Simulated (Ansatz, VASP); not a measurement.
**Two plane-wave programs on HfN**

```
CELL_PARAMETERS angstrom
2.82503 0.00000 0.00000
0.00000 2.82503 0.00000
0.00000 0.00000 2.82503
ATOMIC_POSITIONS crystal
Hf 0.00000 0.00000 0.00000
N 0.50000 0.50000 0.50000
```

Alike in both runs: functional PBE; k mesh 20 × 20 × 20; occupations gaussian, width 0.1 eV; no spin polarisation.

Ansatz relaxed the structure, and its values are those at the end. VASP's run is a single point on that final structure, the one shown.

|  | VASP | Ansatz |
| --- | --- | --- |
| version | VASP 6.6.1 | Ansatz 0.2.0 |
| potentials or method | VASP PAW PBE potentials, release 64 (Hf_pv, N), cutoff 520 eV | scalar-relativistic, plane waves, PAW |
| valence electrons in the cell | 15 | 31 |

Ansatz gave:

| Property | Result |
| --- | --- |
| gap on the k mesh at the Fermi level (eV) | none |
| pressure (GPa) | 0.0 |

Problem. Estimate VASP's values.

Solution. gap on the k mesh at the Fermi level (eV): none; pressure (GPa): -2.6.

A gap of «none» marks a metal or a gap that the smearing closes. VASP's potentials hold 15 valence electrons a cell and Ansatz's 31, so a difference there can come from the potentials and not from the codes.

Spin-orbit coupling is off throughout.
